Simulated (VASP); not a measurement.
Input of a VASP 6.6.1 run:

File POSCAR:

```
CdO
1.0
    0.0000000000      2.3530040401      2.3530040401
    2.3530040401      0.0000000000      2.3530040401
    2.3530040401      2.3530040401      0.0000000000
Cd O
1 1
Direct
    0.0000000000      0.0000000000      0.0000000000
    0.5000000000      0.5000000000      0.5000000000
```

File INCAR.step1:

```
ALGO = Normal
EDIFF = 1E-5
ENCUT = 770
GGA = PE
GGA_COMPAT = False
ISMEAR = -1
LASPH = True
LCHARG = False
LREAL = False
LWAVE = True
NBANDS = 20
NELM = 120
PREC = Accurate
SIGMA = 0.02
```

File INCAR.step2:

```
ALGO = Normal
EDIFF = 1E-6
ENCUT = 770
GGA_COMPAT = False
ISIF = 2
ISMEAR = -1
ISTART = 1
LASPH = True
LCHARG = False
LMIXTAU = True
LREAL = False
LWAVE = False
METAGGA = R2SCAN
NBANDS = 20
NELM = 120
PREC = Accurate
SIGMA = 0.02
```

File KPOINTS:

```
k-points
0
Gamma
  3 3 3
```

Potentials or basis: VASP PAW PBE potentials, release 64 (Cd_sv_GW, O).

Command:

```bash
$ cat potpaw_PBE.64/Cd_sv_GW/POTCAR potpaw_PBE.64/O/POTCAR > POTCAR
$ cp INCAR.step1 INCAR
$ mpirun -np 1 vasp_std > vasp.out
$ cp INCAR.step2 INCAR
$ mpirun -np 1 vasp_std > vasp.out
```

(1) Estimate the pressure.

(2) Estimate the band gap on the k mesh.

Results:

(1) -0.2 GPa.

(2) 0.36 eV (least direct gap 1.38 eV).

Caveat: the k points lie up to 0.77 Å⁻¹ apart; semilocal functionals underestimate gaps, and a narrow one can read as zero; the PAW data sets were made with another functional, which shifts forces and pressure a little; an odd mesh through Γ misses points on the zone boundary, where band edges can lie.
